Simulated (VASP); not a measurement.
Input of a VASP 6.6.1 run:

INCAR

```
PREC = Accurate ; ENCUT = 1000
EDIFF = 1E-6 ; ISMEAR = -1
SIGMA = 0.05 ; LREAL = Auto
LASPH = T ; NELM = 120
ALGO = Normal ; ISIF = 2
LWAVE = F ; LCHARG = F
GGA = PE ; IVDW = 12
NBANDS = 78 ; GGA_COMPAT = F
```

File KPOINTS:

```
Automatic mesh
0
Gamma
  1 1 1
```

Contents of POSCAR:

```
N
1.0
    8.8620950000      0.0000000000      0.0000000000
    0.0000000000      8.8620950000      0.0000000000
    0.0000000000      0.0000000000      8.8620950000
N
24
Direct
    0.2447953898      0.3333071920      0.2845941056
    0.2197110277      0.4492955672      0.2495685275
   -0.1962289955      1.0014223499      0.2259849392
   -0.2369642844      0.8844974016      0.2439265208
    0.8005104888      0.5338918168      0.4641227610
    0.7361464755      0.5487077266      0.3577596494
    0.0886246424      0.8392597913      0.5223031349
    0.1706255688      0.9321836428      0.5090557030
    0.7940786011      0.9132152160      0.9304684727
    0.7905467048      0.9020214746      0.8062201996
    0.4592480672      0.8020112626      0.2013519377
    0.3646428976      0.8101131843      0.2843571413
    0.7069547325      0.1873710449      0.7215111100
    0.8194789155      0.2494669714      0.7150905063
    0.8635542724      0.4636939685      0.9782788381
    0.8162629717      0.5766356601      0.9904994248
    0.5988087467      0.2534840802      0.0736846084
    0.5443182453      0.2853049984      0.1795737915
    0.5373560089     -0.0881619978      0.5484820463
    0.6488646308     -0.0399679760      0.5039440448
    0.5151152182      0.5469474204      0.8548091619
    0.4012256696      0.5820745546      0.8128664836
    0.1190914789      0.8851180223      1.0519295945
    0.1549069379      0.9974842292      1.0037581407
```

Potentials or basis: VASP PAW PBE potentials, release 64 (N_h).

Launch:

```bash
$ cat potpaw_PBE.64/N_h/POTCAR > POTCAR
$ mpirun -np 1 vasp_gam > vasp.out
```

Q: Estimate the dispersion energy per atom.

A: -0.044 eV.

Q: Predict the pressure.

A: -0.8 GPa.

Q: What does it give for the largest force?

A: 5.746 eV/Å.

Forces on the atoms (eV/Å):
```
N    0.006 -0.819  0.297
N   -0.215  0.848 -0.249
N   -0.207 -0.933  0.264
N    0.644  1.000 -0.156
N   -0.487  0.135 -0.800
N    0.483 -0.161  0.844
N    0.144  0.223  0.004
N   -0.333 -0.137  0.156
N   -0.062 -0.087 -1.056
N    0.127 -0.193  0.649
N   -1.684  0.065  1.215
N    1.660 -0.272 -1.505
N    4.087  2.633 -0.221
N   -4.097 -2.253  0.151
N    0.774 -1.573 -0.105
N   -0.550  1.566  0.223
N    0.587 -0.421 -1.282
N   -0.480  0.344  1.254
N    4.628  1.948 -1.815
N   -4.912 -1.962  2.247
N   -2.192  0.627 -0.834
N    2.047 -0.608  0.763
N    0.973  3.040 -1.337
N   -0.942 -3.011  1.294
```

Caveat: the k points lie up to 0.71 Å⁻¹ apart.
